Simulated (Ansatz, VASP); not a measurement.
# One calculation of GaN, two programs

Contents of INCAR:

```
SYSTEM = GaN
PREC     = Accurate       ! precision mode
ENCUT    = 600            ! plane-wave cutoff, eV
EDIFF    = 1E-7           ! SCF threshold, eV
ISMEAR   = 0              ! smearing method
SIGMA    = 0.1            ! smearing width, eV
LREAL    = .FALSE.        ! projectors in reciprocal space
LASPH    = .TRUE.         ! aspherical terms in the spheres
NELM     = 120            ! most SCF steps
ALGO     = Normal         ! electronic algorithm
ISIF     = 3              ! what is computed and relaxed
LWAVE    = .FALSE.        ! write WAVECAR
LCHARG   = .FALSE.        ! write CHGCAR
GGA      = PE             ! functional
IBRION   = 2              ! ionic algorithm
NSW      = 80             ! ionic steps
EDIFFG   = -0.05          ! ionic threshold
GGA_COMPAT= .FALSE.      
NELMIN   = 4
```

Contents of KPOINTS:

```
Automatic mesh
0
G
  6 6 6
  0 0 0
```

POSCAR

```
GaN
1.0
    0.0000000000      2.5243460270      2.5243460270
    2.5243460270      0.0000000000      2.5243460270
    2.5243460270      2.5243460270      0.0000000000
Ga N
1 1
Direct
    0.0000000000      0.0000000000      0.0000000000
    0.2500000000      0.2500000000      0.2500000000
```

Input for Ansatz:

```yaml
crystal:
  lattice:
    - [0.0, 2.524346027, 2.524346027]
    - [2.524346027, 0.0, 2.524346027]
    - [2.524346027, 2.524346027, 0.0]
  atoms:
    - { symbol: Ga, position: [0.0, 0.0, 0.0] }
    - { symbol: "N", position: [0.25, 0.25, 0.25] }
basis:
  ecutwfc: 420
kpoints:
  mp_grid: { grid: [6, 6, 6] }
hamiltonian:
  xc: pbe
scf:
  occupations: { method: gaussian, width: 0.1 }
output:
  forces: true
  stress: true
  eigenvalues: true
relax:
  adjacent_minimum: "off"
  f_tol: 0.05
  max_steps: 60
  cell: { stress_tol: 0.5 }
```

Alike in both runs: task relaxation of cell and atoms; functional PBE; k mesh 6 × 6 × 6; occupations gaussian, width 0.1 eV; no spin polarisation.

|  | VASP | Ansatz |
| --- | --- | --- |
| version | VASP 6.6.1 | Ansatz 0.2.0 |
| potentials or method | VASP PAW PBE potentials, release 64 (Ga_d, N), cutoff 600 eV | scalar-relativistic, plane waves, PAW |
| valence electrons in the cell | 18 | 18 |

Ansatz gave:

```
gap on the k mesh at the Fermi level, each at its own relaxed structure (eV) : 1.53
relaxed volume (Å³/atom)                                                     : 11.78
relaxed cell length with the largest relative difference (Å)                 : 3.218
```

Question: Which values does VASP return?

Answer: gap on the k mesh at the Fermi level, each at its own relaxed structure (eV): 1.55; relaxed volume (Å³/atom): 11.76; relaxed cell length with the largest relative difference (Å): 3.216.

Noted on VASP's run: the volume moved by over 15 % at a fixed basis, so the end points are rough.
